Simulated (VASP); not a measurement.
# AlNi (Cmmm) in VASP: a series of runs, part 2 of 2

VASP 6.6.1. The steps go on from the part before.

## (5) Single point, r2SCAN (strain -0.0200 x Voigt [1, 0, 0, 0, 0, 0])

Input file POSCAR:

```
AlNi
1.0
    1.8999201200     -1.9531901500      0.0000000000
    1.8999201200      1.9531901500      0.0000000000
    0.0000000000      0.0000000000      3.0994300413
Al Ni
1 1
Direct
    0.0000000000      0.0000000000      0.0000000000
    0.5000000000      0.5000000000      0.5000000000
```

Input file INCAR.step1:

```
SYSTEM = AlNi
PREC = Accurate
ENCUT = 520
ISMEAR = 0
SIGMA = 0.15
LREAL = .False.
LASPH = .True.
NELM = 80
NBANDS = 14
GGA = PE
ALGO = Normal
EDIFF = 1E-4
LWAVE = .True.
LCHARG = .False.
```

Input file INCAR.step2:

```
SYSTEM = AlNi
PREC = Accurate
ENCUT = 520
EDIFF = 1E-7
ISMEAR = 0
SIGMA = 0.15
LREAL = .False.
LASPH = .True.
NELM = 80
ALGO = Normal
ISIF = 2
LWAVE = .False.
LCHARG = .False.
METAGGA = R2SCAN
LMIXTAU = .True.
NBANDS = 14
ISTART = 1
```

Input file KPOINTS:

```
Automatic mesh
0
Gamma
  18 18 16
  0 0 0
```

Potentials or basis: VASP PAW PBE potentials, release 64 (Al, Ni).

Started as:

```sh
> cat potpaw_PBE.64/Al/POTCAR potpaw_PBE.64/Ni/POTCAR > POTCAR
> cp INCAR.step1 INCAR
> mpirun -np 1 vasp_std > vasp.out
> cp INCAR.step2 INCAR
> mpirun -np 1 vasp_std > vasp.out
```

OUTCAR:

```text
SYSTEM = AlNi
   PREC = Accurate
   ENCUT = 520
   EDIFF = 1E-7
   ISMEAR = 0
   LREAL = .False.
   LASPH = .True.
   NELM = 80
   ISIF = 2
   METAGGA = R2SCAN
   ISTART = 1

 ion  position               nearest neighbor table
   1  0.000  0.000  0.000-   2 2.45   2 2.45   2 2.45   2 2.45   2 2.49   2 2.49   2 2.49   2 2.49

   2  0.500  0.500  0.500-   1 2.45   1 2.45   1 2.45   1 2.45   1 2.49   1 2.49   1 2.49   1 2.49

  LATTYP: Found a base centered orthorhombic cell.
 ALAT       =     3.7998402400
 B/A-ratio  =     1.0280380367
 C/A-ratio  =     0.8156737772

  Lattice vectors:

 A1 = (   1.8999201200,  -1.9531901500,   0.0000000000)
 A2 = (   1.8999201200,   1.9531901500,   0.0000000000)
 A3 = (   0.0000000000,   0.0000000000,   3.0994300413)

Analysis of symmetry for initial positions (statically):
=====================================================================
 Subroutine PRICEL returns:
 Original cell was already a primitive cell.

 Routine SETGRP: Setting up the symmetry group for a
 base centered orthorhombic supercell.

 Subroutine GETGRP returns: Found  8 space group operations
 (whereof  8 operations were pure point group operations)
 out of a pool of  8 trial point group operations.

The static configuration has the point symmetry D_2h.

Analysis of symmetry for dynamics (positions and initial velocities):
=====================================================================
 Subroutine PRICEL returns:
 Original cell was already a primitive cell.

 Routine SETGRP: Setting up the symmetry group for a
 base centered orthorhombic supercell.

 Subroutine GETGRP returns: Found  8 space group operations
 (whereof  8 operations were pure point group operations)
 out of a pool of  8 trial point group operations.

The dynamic configuration has the point symmetry D_2h.

 Subroutine INISYM returns: Found  8 space group operations
 (whereof  8 operations are pure point group operations),
 and found     1 'primitive' translations

----------------------------------------------------------------------------------------

                                     Primitive cell

  volume of cell :      23.0034

  direct lattice vectors                    reciprocal lattice vectors
     1.899920120 -1.953190150  0.000000000     0.263168959 -0.255991461  0.000000000
     1.899920120  1.953190150  0.000000000     0.263168959  0.255991461  0.000000000
     0.000000000  0.000000000  3.099430041     0.000000000  0.000000000  0.322639965

  length of vectors
     2.724820769  2.724820769  3.099430041     0.367136935  0.367136935  0.322639965

  position of ions in fractional coordinates (direct lattice)
     0.000000000  0.000000000  0.000000000
     0.500000000  0.500000000  0.500000000

  ion indices of the primitive-cell ions
   primitive index   ion index
                 1           1
                 2           2

----------------------------------------------------------------------------------------

 KPOINTS: Automatic mesh

Automatic generation of k-mesh.
 Grid dimensions read from file:
 generate k-points for:   18   18   16

 Generating k-lattice:

  Cartesian coordinates                     Fractional coordinates (reciprocal lattice)
     0.014620498 -0.014221748  0.000000000     0.055555556  0.000000000  0.000000000
     0.014620498  0.014221748  0.000000000     0.000000000  0.055555556  0.000000000
     0.000000000  0.000000000  0.020164998     0.000000000  0.000000000  0.062500000

  Length of vectors
     0.020396496  0.020396496  0.020164998

  Shift w.r.t. Gamma in fractional coordinates (k-lattice)
     0.000000000  0.000000000  0.000000000

 Subroutine IBZKPT returns following result:
 ===========================================

 Found    819 irreducible k-points:

 Following reciprocal coordinates:
            Coordinates               Weight
  0.000000  0.000000  0.000000      1.000000
  0.055556  0.000000  0.000000      4.000000
  0.111111  0.000000  0.000000      4.000000
  0.166667  0.000000  0.000000      4.000000
  0.222222 -0.000000  0.000000      4.000000
  0.277778  0.000000  0.000000      4.000000
[... 16 lines left out ...]
 -0.277778  0.055556  0.000000      4.000000
 -0.222222  0.055556  0.000000      4.000000
 [... further k-points ...]
   k-points           NKPTS =    819   k-points in BZ     NKDIM =    819   number of bands    NBANDS=     14
   number of dos      NEDOS =    301   number of ions     NIONS =      2
   total plane-waves  NPLWV =   9600
   dimension x,y,z NGX =    20 NGY =   20 NGZ =   24
   dimension x,y,z NGXF=    40 NGYF=   40 NGZF=   48
   ions per type =               1   1
   NGX,Y,Z   is equivalent  to a cutoff of  12.20, 12.20, 12.87 a.u.
   NGXF,Y,Z  is equivalent  to a cutoff of  24.40, 24.40, 25.75 a.u.
 SYSTEM =  AlNi
   PREC   = accura    normal or accurate (medium, high low for compatibility)
   ISTART =      1    job   : 0-new  1-cont  2-samecut
   ICHARG =      0    charge: 1-file 2-atom 10-const
   ISPIN  =      1    spin polarized calculation?
   LNONCOLLINEAR =      F non collinear calculations
   LSORBIT =      F    spin-orbit coupling
   LASPH  =      T    aspherical Exc in radial PAW
   ENCUT  =  520.0 eV  38.22 Ry    6.18 a.u.   5.07  5.07  5.76*2*pi/ulx,y,z
   NELM   =     80;   NELMIN=  2; NELMDL=  0     # of ELM steps
   EDIFF  = 0.1E-06   stopping-criterion for ELM
   LREAL  =      F    real-space projection
   EDIFFG = 0.1E-05   stopping-criterion for IOM
   NSW    =      0    number of steps for IOM
   IBRION =     -1    ionic relax: 0-MD 1-quasi-New 2-CG
   NFREE  =      0    steps in history (QN), initial steepest desc. (CG)
   ISIF   =      2    stress and relaxation
   ISYM   =      2    0-nonsym 1-usesym 2-fastsym
   POTIM  = 0.5000    time-step for ionic-motion
   TEBEG  =    0.0;   TEEND  =   0.0 temperature during run
   PSTRESS=    0.0 pullay stress
   NELECT =      13.0000    total number of electrons
   NUPDOWN=      -1.0000    fix difference up-down
   EMIN   =  10.00;   EMAX   =-10.00  energy-range for DOS
   EFERMI =   0.00;   METHOD = LEGACY
   ISMEAR =     0;   SIGMA  =   0.15  broadening in eV -4-tet -1-fermi 0-gaus
   EFERMI_NEDOS =   21; number of points for ismear=-14 and -15
   IALGO  =     38    algorithm
   IMIX   =      4    mixing-type and parameters
     AMIX     =   0.40;   BMIX     =  1.00
     AMIX_MAG =   1.60;   BMIX_MAG =  1.00
  volume/ion in A,a.u.               =      11.50        77.62
  Fermi-wavevector in a.u.,A,eV,Ry     =   1.353501  2.557747 24.925412  1.831966
  Thomas-Fermi vector in A             =   2.480751
   LORBIT       =      0    0 simple, 1 ext, 2 COOP (PROOUT), +10 PAW based schemes
   METAGGA = R2SCAN    functional components
   LHFCALC =     F    Hartree Fock is set to
   AEXX    =    0.0000 exact exchange contribution
   IVDW    =     0    specifies the selected vdW correction
   LEPSILON=     F    determine dielectric tensor
   LRPA    =     F    only Hartree local field effects (RPA)
 non-spin polarized calculation
 Gauss-broadening in eV      SIGMA  =   0.15
  energy-cutoff  :      520.00
  volume of cell :       23.00
 maximum number of plane-waves:       636
   NGX = 11   NGY = 11   NGZ = 11

 number of electron      13.0000012 magnetization

 Free energy of the ion-electron system (eV)
  ---------------------------------------------------
  ext. energy  EPLUGINS =         0.00000000
  ---------------------------------------------------
  free energy    TOTEN  =       -20.00606422 eV

  energy without entropy =      -19.99593887  energy(sigma->0) =      -20.00100155

 E-fermi :  10.4172     XC(G=0): -13.2189

 val. band max:       10.4164472774   @ k =   0.3889   0.1111   0.2500
 cond. band min:      10.4237445341   @ k =   0.3889   0.2778   0.0000
 fundamental gap:      0.0072972567
 Fermi energy:        10.4171927433

 k-point     1 :       0.0000    0.0000    0.0000
  band No.  band energies     occupation
      1      -1.6177      2.00000
      2       6.7145      2.00000
      3       6.9457      2.00000
      4       8.6162      2.00000
      5       8.6900      2.00000
      6       8.9305      2.00000
      7      13.3885      0.00000
      8      17.7744      0.00000
      9      18.1551      0.00000
     10      18.3139      0.00000
     11      19.5075      0.00000
     12      26.7678      0.00000
     13      32.0745      0.00000
     14      32.1217      0.00000
[... 377 lines left out ...]
      1      -0.5109      2.00000
      2       6.8172      2.00000
      3       7.0694      2.00000
      4       8.0657      2.00000
      5       8.5543      2.00000
      6       8.6659      2.00000
      7      12.7495      0.00000
      8      14.9395      0.00000
      9      17.8445      0.00000
     10      19.2771      0.00000
     11      23.5688      0.00000
     12      26.2759      0.00000
     13      28.3588      0.00000
     14      29.8288      0.00000

 [... further k-points ...]
[... 5 lines left out ...]
  --------------------------------------------------------------------------------------
  -------------------------------------------------------------------------------------
  Total        1.4504495      0.5300496     -0.1166721      0.0000000      0.0000000      0.0000000
  in kB      101.0232889     36.9177620     -8.1261717      0.0000000      0.0000000      0.0000000
  external PRESSURE =      43.2716264 kB  Pullay stress =       0.0000000 kB

 VOLUME and BASIS-vectors are now :
 -----------------------------------------------------------------------------
  energy-cutoff  :      520.00
  volume of cell :       23.00
      direct lattice vectors                 reciprocal lattice vectors
     1.899920120 -1.953190150  0.000000000     0.263168959 -0.255991461  0.000000000
     1.899920120  1.953190150  0.000000000     0.263168959  0.255991461  0.000000000
     0.000000000  0.000000000  3.099430041     0.000000000  0.000000000  0.322639965

 POSITION                                       TOTAL-FORCE (eV/Angst)
 -----------------------------------------------------------------------------------
      0.00000      0.00000      0.00000         0.000000      0.000000      0.000000
      1.89992      0.00000      1.54972        -0.000000     -0.000000      0.000000
 -----------------------------------------------------------------------------------
    total drift:                                0.000000      0.000000      0.000000

  FREE ENERGIE OF THE ION-ELECTRON SYSTEM (eV)
  ---------------------------------------------------
  free  energy   TOTEN  =       -20.0060642230 eV

  energy  without entropy=      -19.9959388698  energy(sigma->0) =      -20.00100155
```

OSZICAR.step1:

```text
N       E                     dE             d eps       ncg     rms          rms(c)
DAV:   1     0.407759497648E+02    0.40776E+02   -0.54258E+03 23468   0.983E+02
DAV:   2    -0.102441780925E+02   -0.51020E+02   -0.46028E+02 24810   0.181E+02
DAV:   3    -0.119793595728E+02   -0.17352E+01   -0.17195E+01 28872   0.369E+01
DAV:   4    -0.120021401148E+02   -0.22781E-01   -0.22774E-01 27190   0.386E+00
DAV:   5    -0.120028172546E+02   -0.67714E-03   -0.67713E-03 29222   0.724E-01    0.126E+01
DAV:   6    -0.140205002737E+02   -0.20177E+01   -0.47869E+01 27084   0.983E+01    0.162E+01
DAV:   7    -0.104852156198E+02    0.35353E+01   -0.14134E+01 27544   0.581E+01    0.108E+00
DAV:   8    -0.104677633070E+02    0.17452E-01   -0.31563E-01 28800   0.619E+00    0.104E+00
DAV:   9    -0.104533497611E+02    0.14414E-01   -0.48680E-02 29368   0.290E+00    0.207E-01
DAV:  10    -0.104530064187E+02    0.34334E-03   -0.16652E-03 32512   0.552E-01    0.838E-02
DAV:  11    -0.104530016796E+02    0.47391E-05   -0.42637E-05 16314   0.651E-02
   1 F= -.10453002E+02 E0= -.10447957E+02  d E =-.100901E-01
```

Run time: 5 min. Hardware: 1 thread of Intel Xeon 6975P-C (Granite Rapids), shared host; peak memory 0.37 GiB.

What came out:

* Free energy: -20.0061 eV
* Pressure: 4.3 GPa

Stress tensor (GPa, compression positive):
```
10.10  0.00  0.00
 0.00  3.69  0.00
 0.00  0.00 -0.81
```

Caveat: the cell differs from its parent crystal (strain -0.0200 x Voigt [1, 0, 0, 0, 0, 0]); the PAW data sets were made with another functional, which shifts forces and pressure a little. Spin polarisation is off, so any magnetic state and its effect on volume and gap are missing.

## (6) Single point, r2SCAN (strain -0.0150 x Voigt [1, 0, 0, 0, 0, 0])

Input file POSCAR:

```
AlNi
1.0
    1.9096135900     -1.9531901500      0.0000000000
    1.9096135900      1.9531901500      0.0000000000
    0.0000000000      0.0000000000      3.0994300413
Al Ni
1 1
Direct
    0.0000000000      0.0000000000      0.0000000000
    0.5000000000      0.5000000000      0.5000000000
```

Input file INCAR.step1:

```
PREC = Accurate
ENCUT = 520
ISMEAR = 0
SIGMA = 0.15
LREAL = False
LASPH = True
NELM = 60
NBANDS = 14
GGA = PE
ALGO = Normal
EDIFF = 1E-4
LWAVE = True
LCHARG = False
```

Input file INCAR.step2:

```
PREC = Accurate
ENCUT = 520
EDIFF = 1E-6
ISMEAR = 0
SIGMA = 0.15
LREAL = False
LASPH = True
NELM = 60
ALGO = Normal
ISIF = 2
LWAVE = False
LCHARG = False
METAGGA = R2SCAN
LMIXTAU = True
NBANDS = 14
ISTART = 1
```

Input file KPOINTS:

```
Automatic mesh
0
Gamma
  18 18 16
```

Potentials or basis: VASP PAW PBE potentials, release 64 (Al, Ni).

Started as:

```sh
> cat potpaw_PBE.64/Al/POTCAR potpaw_PBE.64/Ni/POTCAR > POTCAR
> cp INCAR.step1 INCAR
> mpirun -np 1 vasp_std > vasp.out
> cp INCAR.step2 INCAR
> mpirun -np 1 vasp_std > vasp.out
```

It took 4.3 min on 1 thread of Intel Xeon 6975P-C (Granite Rapids), shared host; peak memory 0.36 GiB.

The run converged. Its results:

| Property | Result |
| --- | --- |
| Free energy | -20.0129 eV |
| Pressure | 3.3 GPa |

Stress tensor (GPa, compression positive):
```
 8.44  0.00  0.00
 0.00  3.24  0.00
 0.00  0.00 -1.69
```

Levels at points of the mesh, in eV from the Fermi level:
```
           k point  band 3  band 4  band 5  band 6  band 7  band 8  band 9  band 10  band 11  band 12
(0.00, 0.00, 0.00)   -3.45   -1.78   -1.72   -1.48    3.02    7.37    7.68     7.81     9.06    16.24
(0.50, 0.00, 0.00)   -2.96   -2.95   -2.23   -1.62   -0.34    8.11    8.26     9.99    12.45    13.83
(0.50, 0.50, 0.00)   -2.75   -2.62   -2.62   -2.34   -0.85    2.38    3.70    11.70    14.19    14.20
(0.00, 0.00, 0.50)   -3.11   -2.23   -2.15   -1.44   -1.36    8.82   11.96    12.08    12.47    12.49
(0.50, 0.00, 0.50)   -3.74   -3.13   -2.16   -2.01   -1.32    1.44    2.43    14.91    16.40    17.40
(0.50, 0.50, 0.50)   -4.37   -1.28   -0.84    1.82    2.01    2.40    4.17     4.47     4.87     5.65
```

Caveat: the cell differs from its parent crystal (strain -0.0150 x Voigt [1, 0, 0, 0, 0, 0]); the PAW data sets were made with another functional, which shifts forces and pressure a little.

## (7) Single point, r2SCAN (strain -0.0100 x Voigt [1, 0, 0, 0, 0, 0])

Input file POSCAR:

```
AlNi
1.0
    1.9193070600     -1.9531901500      0.0000000000
    1.9193070600      1.9531901500      0.0000000000
    0.0000000000      0.0000000000      3.0994300413
Al Ni
1 1
Direct
    0.0000000000      0.0000000000      0.0000000000
    0.5000000000      0.5000000000      0.5000000000
```

Input file INCAR.step1:

```
SYSTEM = AlNi
PREC = Accurate ; ENCUT = 520
ISMEAR = 0 ; SIGMA = 0.15
LREAL = .FALSE. ; LASPH = .TRUE.
NELM = 80 ; NBANDS = 14
GGA = PE ; ALGO = Normal
EDIFF = 1E-4 ; LWAVE = .TRUE.
LCHARG = .FALSE.
```

Input file INCAR.step2:

```
SYSTEM = AlNi
PREC = Accurate ; ENCUT = 520
EDIFF = 1E-6 ; ISMEAR = 0
SIGMA = 0.15 ; LREAL = .FALSE.
LASPH = .TRUE. ; NELM = 80
ALGO = Normal ; ISIF = 2
LWAVE = .FALSE. ; LCHARG = .FALSE.
METAGGA = R2SCAN ; LMIXTAU = .TRUE.
NBANDS = 14 ; ISTART = 1
```

Input file KPOINTS:

```
regular mesh
0
G
  18 18 16
  0 0 0
```

Started as:

```sh
> cat potpaw_PBE.64/Al/POTCAR potpaw_PBE.64/Ni/POTCAR > POTCAR
> cp INCAR.step1 INCAR
> mpirun -np 1 vasp_std > vasp.out
> cp INCAR.step2 INCAR
> mpirun -np 1 vasp_std > vasp.out
```

Run time: 4.4 min. Hardware: 1 thread of Intel Xeon 6975P-C (Granite Rapids), shared host; peak memory 0.36 GiB.

Results (log left out):

- Free energy: -20.0184 eV
- Pressure: 2.3 GPa

Stress tensor (GPa, compression positive):
```
 6.80  0.00  0.00
 0.00  2.79  0.00
 0.00  0.00 -2.56
```

Levels at points of the mesh, in eV from the Fermi level:
```csv
k point,band 5,band 6,band 7,band 8,band 9,band 10
"(0.00, 0.00, 0.00)",-1.71,-1.47,3.06,7.38,7.63,7.73
"(0.50, 0.00, 0.00)",-2.22,-1.61,-0.34,8.13,8.27,9.98
"(0.50, 0.50, 0.00)",-2.59,-2.39,-0.85,2.37,3.64,11.69
"(0.00, 0.00, 0.50)",-2.15,-1.43,-1.34,8.80,11.91,12.01
"(0.50, 0.00, 0.50)",-2.15,-2.00,-1.30,1.43,2.42,14.84
"(0.50, 0.50, 0.50)",-0.84,1.83,2.05,2.35,4.19,4.42
```

Caveat: the cell differs from its parent crystal (strain -0.0100 x Voigt [1, 0, 0, 0, 0, 0]); the PAW data sets were made with another functional, which shifts forces and pressure a little. Spin polarisation is off, so any magnetic state and its effect on volume and gap are missing.

## (8) Summary

| cell | gap on the mesh (eV) | pressure (GPa) |
| --- | --- | --- |
| a = 2.759, b = 2.759, c = 3.099 Å, angles 90.0, 90.0, 90.1°, 2 atoms | none | -0.5 |
| a = 2.773, b = 2.773, c = 3.099 Å, angles 90.0, 90.0, 89.6°, 2 atoms | none | -2.2 |
| a = 2.779, b = 2.779, c = 3.099 Å, angles 90.0, 90.0, 89.3°, 2 atoms | none | -3.0 |
| a = 2.725, b = 2.725, c = 3.099 Å, angles 90.0, 90.0, 91.6°, 2 atoms | none | 4.3 |
| a = 2.732, b = 2.732, c = 3.099 Å, angles 90.0, 90.0, 91.3°, 2 atoms | none | 3.3 |
| a = 2.738, b = 2.738, c = 3.099 Å, angles 90.0, 90.0, 91.0°, 2 atoms | none | 2.3 |

Alike in all rows: task single point; level r2SCAN; potentials or basis VASP PAW PBE potentials, release 64 (Al, Ni); no spin polarisation; k mesh 18 × 18 × 16; cutoff (eV) 520; smearing gaussian 0.15 eV.

Caveats: the PAW data sets were made with another functional, which shifts forces and pressure a little.

Absolute energies hang on the potentials; compare differences alone.
